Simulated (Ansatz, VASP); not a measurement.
**Two plane-wave programs on SiC**

Contents of INCAR:

```
PREC = Accurate
ENCUT = 520
EDIFF = 1E-6
ISMEAR = 0
SIGMA = 0.05
LREAL = F
LASPH = T
NELM = 60
ALGO = Normal
ISIF = 2
LWAVE = F
LCHARG = F
GGA = PE
NBANDS = 11
```

Contents of KPOINTS:

```
regular mesh
0
Gamma
  12 12 12
```

Contents of POSCAR:

```
SiC
1.0
    0.0000000000      2.2620419852      2.2620419852
    2.2620419852      0.0000000000      2.2620419852
    2.2864720386      2.2864720386     -0.0244300534
Si C
1 1
Direct
    0.0000000000      0.0000000000      0.0000000000
    0.7500000000      0.7500000000      0.7500000000
```

Input for Ansatz:

```yaml
crystal:
  lattice:
    - [0.0, 2.2620419852, 2.2620419852]
    - [2.2620419852, 0.0, 2.2620419852]
    - [2.2864720386, 2.2864720386, -0.0244300534]
  atoms:
    - { symbol: Si, position: [0.0, 0.0, 0.0] }
    - { symbol: C, position: [0.75, 0.75, 0.75] }
basis:
  ecutwfc: 520.0
kpoints:
  mp_grid: { grid: [12, 12, 12] }
hamiltonian:
  xc: pbe
scf:
  occupations: { method: gaussian, width: 0.05 }
output:
  forces: true
  stress: true
  eigenvalues: true
```

Alike in both runs: task single point; functional PBE; k mesh 12 × 12 × 12; occupations gaussian, width 0.05 eV; no spin polarisation.

|  | VASP | Ansatz |
| --- | --- | --- |
| version | VASP 6.6.1 | Ansatz 0.2.0 |
| potentials or method | VASP PAW PBE potentials, release 64 (Si, C), cutoff 520 eV | scalar-relativistic, plane waves, PAW |
| valence electrons in the cell | 8 | 8 |

Ansatz gave:

| Item | Value |
| --- | --- |
| gap on the k mesh at the Fermi level (eV) | 1.44 |
| least direct gap on the mesh (eV) | 4.32 |
| pressure (GPa) | -19.2 |
| traceless stress, the component that is largest in VASP (GPa) | -2.03 |
| rms of the force components (eV/Å) | 0.019 |

Q: What did VASP give for the same quantities?

A: gap on the k mesh at the Fermi level (eV): 1.44; least direct gap on the mesh (eV): 4.32; pressure (GPa): -19.2; traceless stress, the component that is largest in VASP (GPa): -2.04; rms of the force components (eV/Å): 0.020.

Atom by atom the forces differ by 0.000 eV/Å (rms over components). With one functional, cell and mesh, what is left measures potentials, basis and numerics.
